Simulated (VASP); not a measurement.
Input of a VASP 6.6.1 run:

File INCAR:

```
PREC     = Accurate       # precision mode
ENCUT    = 500            # plane-wave cutoff, eV
EDIFF    = 1E-6           # SCF threshold, eV
ISMEAR   = 0              # smearing method
SIGMA    = 0.01           # smearing width, eV
LREAL    = False          # projectors in reciprocal space
LASPH    = True           # aspherical terms in the spheres
NELM     = 120            # most SCF steps
ALGO     = Normal         # electronic algorithm
ISIF     = 2              # what is computed and relaxed
LWAVE    = False          # write WAVECAR
LCHARG   = False          # write CHGCAR
GGA      = B5             # functional
ALDAX    = 1.0          
AGGAX    = 1.0          
AGGAC    = 1.0          
ALDAC    = 0.0          
NBANDS   = 11             # bands
GGA_COMPAT= False
```

The input KPOINTS:

```
regular mesh
0
Gamma
  6 6 6
```

Contents of POSCAR:

```
AlAs
1.0
    0.0000000000      2.8304000000      2.8304000000
    2.8304000000      0.0000000000      2.8304000000
    2.8304000000      2.8304000000      0.0000000000
Al As
1 1
Direct
    0.0000000000      0.0000000000      0.0000000000
    0.2500000000      0.2500000000      0.2500000000
```

Potentials or basis: VASP PAW PBE potentials, release 64 (Al, As).

Command:

```sh
$ cat potpaw_PBE.64/Al/POTCAR potpaw_PBE.64/As/POTCAR > POTCAR
$ mpirun -np 1 vasp_std > vasp.out
```

(1) Estimate the band gap on the k mesh.

(2) What does it give for the pressure?

## Answers

(1) 1.69 eV, indirect (least direct gap 2.11 eV).

(2) 5.4 GPa.

Caveat: the PAW data sets were made with another functional, which shifts forces and pressure a little.
